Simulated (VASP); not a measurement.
# Rb2MgGaC6N6 (Fm-3m) in VASP: further runs, part 2 of 2

VASP 6.6.1.

### 3 Single point, PBE

This run uses another cell than the first one, of 20.09 Å³/atom.

The input, INCAR:

```
SYSTEM = Rb2MgGaC6N6
PREC = Accurate
ENCUT = 520
EDIFF = 1E-6
ISMEAR = 0
SIGMA = 0.1
LREAL = Auto
LASPH = .True.
NELM = 100
ALGO = Normal
ISIF = 2
LWAVE = .False.
LCHARG = .False.
GGA = PE
NBANDS = 58
```

The input, KPOINTS:

```
Automatic mesh
0
Gamma
  4 4 4
  0 0 0
```

The input, POSCAR:

```
Rb2MgGaC6N6
1.0
    0.0000000000      5.4367478277      5.4367478277
    5.4367478277      0.0000000000      5.4367478277
    5.4367478277      5.4367478277      0.0000000000
Rb Mg Ga C N
2 1 1 6 6
Direct
    0.2500000000      0.2500000000      0.2500000000
    0.7500000000      0.7500000000      0.7500000000
    0.5000000000      0.5000000000      0.5000000000
    0.0000000000      0.0000000000      0.0000000000
    0.8051670744      0.1948329256      0.1948329256
    0.1948329256      0.8051670744      0.1948329256
    0.1948329256      0.1948329256      0.8051670744
    0.1948329256      0.8051670744      0.8051670744
    0.8051670744      0.1948329256      0.8051670744
    0.8051670744      0.8051670744      0.1948329256
    0.6968734919      0.3031265081      0.3031265081
    0.3031265081      0.6968734919      0.3031265081
    0.3031265081      0.3031265081      0.6968734919
    0.3031265081      0.6968734919      0.6968734919
    0.6968734919      0.3031265081      0.6968734919
    0.6968734919      0.6968734919      0.3031265081
```

Potentials or basis: VASP PAW PBE potentials, release 64 (Rb_sv, Mg, Ga_d, C, N).

Run with:

```bash
> cat potpaw_PBE.64/Rb_sv/POTCAR potpaw_PBE.64/Mg/POTCAR potpaw_PBE.64/Ga_d/POTCAR potpaw_PBE.64/C/POTCAR potpaw_PBE.64/N/POTCAR > POTCAR
> mpirun -np 1 vasp_std > vasp.out
```

OUTCAR:

```text
SYSTEM = Rb2MgGaC6N6
   PREC = Accurate
   ENCUT = 520
   EDIFF = 1E-6
   ISMEAR = 0
   LREAL = Auto
   LASPH = .True.
   NELM = 100
   ISIF = 2
   GGA = PE

 ion  position               nearest neighbor table
   1  0.250  0.250  0.250-   5 3.89   9 3.89  10 3.89   6 3.89   8 3.89  10 3.89   7 3.89   8 3.89
                             9 3.89   5 3.89   6 3.89   7 3.89   3 4.71   3 4.71   3 4.71   3 4.71
   2  0.750  0.750  0.750-   8 3.89   9 3.89  10 3.89   5 3.89   6 3.89  10 3.89   5 3.89   7 3.89
                             9 3.89   6 3.89   7 3.89   8 3.89   3 4.71   3 4.71   3 4.71   3 4.71
   3  0.500  0.500  0.500-  11 2.14  12 2.14  13 2.14  14 2.14  15 2.14  16 2.14   1 4.71   1 4.71
                             1 4.71   2 4.71   1 4.71   2 4.71   2 4.71   2 4.71
   4  0.000  0.000  0.000-   5 2.12   6 2.12   7 2.12   8 2.12   9 2.12  10 2.12
   5  0.805  0.195  0.195-  11 1.18   4 2.12   1 3.89   2 3.89   2 3.89   1 3.89
   6  0.195  0.805  0.195-  12 1.18   4 2.12   1 3.89   2 3.89   2 3.89   1 3.89
   7  0.195  0.195  0.805-  13 1.18   4 2.12   1 3.89   2 3.89   2 3.89   1 3.89
   8  0.195  0.805  0.805-  14 1.18   4 2.12   2 3.89   2 3.89   1 3.89   1 3.89
   9  0.805  0.195  0.805-  15 1.18   4 2.12   2 3.89   2 3.89   1 3.89   1 3.89
  10  0.805  0.805  0.195-  16 1.18   4 2.12   2 3.89   2 3.89   1 3.89   1 3.89
  11  0.697  0.303  0.303-   5 1.18   3 2.14
  12  0.303  0.697  0.303-   6 1.18   3 2.14
  13  0.303  0.303  0.697-   7 1.18   3 2.14
  14  0.303  0.697  0.697-   8 1.18   3 2.14
  15  0.697  0.303  0.697-   9 1.18   3 2.14
  16  0.697  0.697  0.303-  10 1.18   3 2.14

  LATTYP: Found a face centered cubic cell.
 ALAT       =    10.8734956554

  Lattice vectors:

 A1 = (   0.0000000000,   5.4367478277,   5.4367478277)
 A2 = (   5.4367478277,   0.0000000000,   5.4367478277)
 A3 = (   5.4367478277,   5.4367478277,   0.0000000000)

Analysis of symmetry for initial positions (statically):
=====================================================================
 Subroutine PRICEL returns:
 Original cell was already a primitive cell.

 Routine SETGRP: Setting up the symmetry group for a
 face centered cubic supercell.

 Subroutine GETGRP returns: Found 48 space group operations
 (whereof 48 operations were pure point group operations)
 out of a pool of 48 trial point group operations.
[... 156 lines left out ...]
   LRPA    =     F    only Hartree local field effects (RPA)
 non-spin polarized calculation
 Gauss-broadening in eV      SIGMA  =   0.10
  energy-cutoff  :      520.00
  volume of cell :      321.40
 maximum number of plane-waves:      8681
 NGX is ok and might be reduce to    60
   NGX = 29   NGY = 29   NGZ = 29

 number of electron      86.9999987 magnetization

 Free energy of the ion-electron system (eV)
  ---------------------------------------------------
  ext. energy  EPLUGINS =         0.00000000
  ---------------------------------------------------
  free energy    TOTEN  =      -111.27800002 eV

  energy without entropy =     -111.23490620  energy(sigma->0) =     -111.25645311

 E-fermi :   3.0292     XC(G=0):  -7.6167

 val. band max:        2.9892452446   @ k =   0.2500   0.0000   0.0000
 cond. band min:       3.0650334254   @ k =   0.5000   0.2500   0.0000
 fundamental gap:      0.0757881807
 Fermi energy:         3.0291837118

 k-point     1 :       0.0000    0.0000    0.0000
  band No.  band energies     occupation
      1     -26.8743      2.00000
      2     -26.8730      2.00000
      3     -17.4820      2.00000
      4     -17.3087      2.00000
      5     -17.3087      2.00000
      6     -17.3087      2.00000
[... 453 lines left out ...]
     54       4.8582      0.00000
     55       4.8582      0.00000
 [bands above 55 left out]

------------------------ aborting loop because EDIFF is reached ----------------------------------------

  FORCE on cell =-STRESS in cart. coord.  units (eV):
  Direction    XX          YY          ZZ          XY          YZ          ZX
  --------------------------------------------------------------------------------------
  -------------------------------------------------------------------------------------
  Total        0.9585760      0.9585760      0.9585760     -0.0000000     -0.0000000      0.0000000
  in kB        4.7784778      4.7784778      4.7784778     -0.0000000     -0.0000000      0.0000000
  external PRESSURE =       4.7784778 kB  Pullay stress =       0.0000000 kB

 VOLUME and BASIS-vectors are now :
 -----------------------------------------------------------------------------
  energy-cutoff  :      520.00
  volume of cell :      321.40
      direct lattice vectors                 reciprocal lattice vectors
     0.000000000  5.436747828  5.436747828    -0.091966745  0.091966745  0.091966745
     5.436747828  0.000000000  5.436747828     0.091966745 -0.091966745  0.091966745
     5.436747828  5.436747828  0.000000000     0.091966745  0.091966745 -0.091966745

 POSITION                                       TOTAL-FORCE (eV/Angst)
 -----------------------------------------------------------------------------------
      2.71837      2.71837      2.71837        -0.000000     -0.000000      0.000000
      8.15512      8.15512      8.15512        -0.000000     -0.000000     -0.000000
      5.43675      5.43675      5.43675        -0.000000     -0.000000     -0.000000
      0.00000      0.00000      0.00000        -0.000000     -0.000000      0.000000
      2.11851      5.43675      5.43675        -0.324884     -0.000000      0.000000
      5.43675      2.11851      5.43675        -0.000000     -0.324884      0.000000
[... 8 lines left out ...]
      5.43675      7.57745      5.43675        -0.000000     -0.353164      0.000000
      5.43675      5.43675      7.57745        -0.000000     -0.000000     -0.353164
 -----------------------------------------------------------------------------------
    total drift:                               -0.000000     -0.000000      0.000000

  FREE ENERGIE OF THE ION-ELECTRON SYSTEM (eV)
  ---------------------------------------------------
  free  energy   TOTEN  =      -111.2780000187 eV

  energy  without entropy=     -111.2349062030  energy(sigma->0) =     -111.25645311
```

OSZICAR:

```text
N       E                     dE             d eps       ncg     rms          rms(c)
DAV:   1     0.708022491517E+03    0.70802E+03   -0.38238E+04   968   0.143E+03
DAV:   2    -0.214533433112E+02   -0.72948E+03   -0.69276E+03  1136   0.337E+02
DAV:   3    -0.118305928415E+03   -0.96853E+02   -0.95568E+02  1136   0.137E+02
DAV:   4    -0.124130238836E+03   -0.58243E+01   -0.56949E+01  1296   0.330E+01
DAV:   5    -0.124349003762E+03   -0.21876E+00   -0.21717E+00  1360   0.533E+00    0.202E+01
DAV:   6    -0.113229179635E+03    0.11120E+02   -0.24811E+01  1166   0.241E+01    0.107E+01
DAV:   7    -0.111594210451E+03    0.16350E+01   -0.48956E+00  1198   0.928E+00    0.567E+00
DAV:   8    -0.111317406342E+03    0.27680E+00   -0.17742E+00  1208   0.471E+00    0.228E+00
DAV:   9    -0.111285056685E+03    0.32350E-01   -0.19069E-01  1228   0.194E+00    0.831E-01
DAV:  10    -0.111276853655E+03    0.82030E-02   -0.26804E-02  1246   0.820E-01    0.283E-01
DAV:  11    -0.111277664847E+03   -0.81119E-03   -0.90508E-03  1208   0.447E-01    0.155E-01
DAV:  12    -0.111277955645E+03   -0.29080E-03   -0.15872E-03  1280   0.163E-01    0.404E-02
DAV:  13    -0.111277990303E+03   -0.34658E-04   -0.16449E-04  1344   0.667E-02    0.172E-02
DAV:  14    -0.111278000286E+03   -0.99835E-05   -0.27153E-05  1144   0.213E-02    0.672E-03
DAV:  15    -0.111278000019E+03    0.26760E-06   -0.20688E-06   878   0.679E-03
   1 F= -.11127800E+03 E0= -.11125645E+03  d E =-.430938E-01
```

stdout:

```text
POSCAR found type information on POSCAR RbMgGaC N
 POSCAR found :  5 types and      16 ions
 scaLAPACK will be used
 LDA part: xc-table for (Slater+PW92), standard interpolation
 POSCAR, INCAR and KPOINTS ok, starting setup
 FFT: planning ... GRIDC
 FFT: planning ... GRID_SOFT
 FFT: planning ... GRID
 WAVECAR not read
 entering main loop
```

It took 4 min on 1 thread of Intel Xeon Platinum 8488C (Sapphire Rapids), shared host; peak memory 0.54 GiB.

Results:

| Item | Value |
| --- | --- |
| Free energy | -111.2780 eV |
| Pressure | 0.5 GPa |
| Largest force | 0.353 eV/Å |
| Band gap on the k mesh | zero (an odd number of electrons rules out a gap without spin polarisation) |

Forces on the atoms (eV/Å):
```
Rb   0.000  0.000  0.000
Rb   0.000  0.000  0.000
Mg   0.000  0.000  0.000
Ga   0.000  0.000  0.000
C   -0.325  0.000  0.000
C    0.000 -0.325  0.000
C    0.000  0.000 -0.325
C    0.325  0.000  0.000
C    0.000  0.325  0.000
C    0.000  0.000  0.325
N    0.353  0.000  0.000
N    0.000  0.353  0.000
N    0.000  0.000  0.353
N   -0.353  0.000  0.000
N    0.000 -0.353  0.000
N    0.000  0.000 -0.353
```

Levels at points of the mesh, in eV from the Fermi level:
| k point | band 39 | band 40 | band 41 | band 42 | band 43 | band 44 | band 45 | band 46 | band 47 | band 48 |
| --- | --- | --- | --- | --- | --- | --- | --- | --- | --- | --- |
| (0.00, 0.00, 0.00) | -5.92 | -5.92 | -5.92 | -4.82 | -4.82 | -0.31 | -0.20 | -0.20 | -0.20 | 1.15 |
| (0.50, 0.00, 0.00) | -6.14 | -5.85 | -5.85 | -4.95 | -4.95 | 0.19 | 0.41 | 0.41 | 0.74 | 0.78 |
| (0.50, 0.50, 0.00) | -6.01 | -5.93 | -5.83 | -5.21 | -4.80 | -0.14 | 0.79 | 0.79 | 1.07 | 1.34 |

Caveat: an odd number of electrons without spin polarisation forces a metal; a magnetic or distorted state may lie lower.

The gap in the log of VASP goes by the Fermi energy; the results here count the filled bands.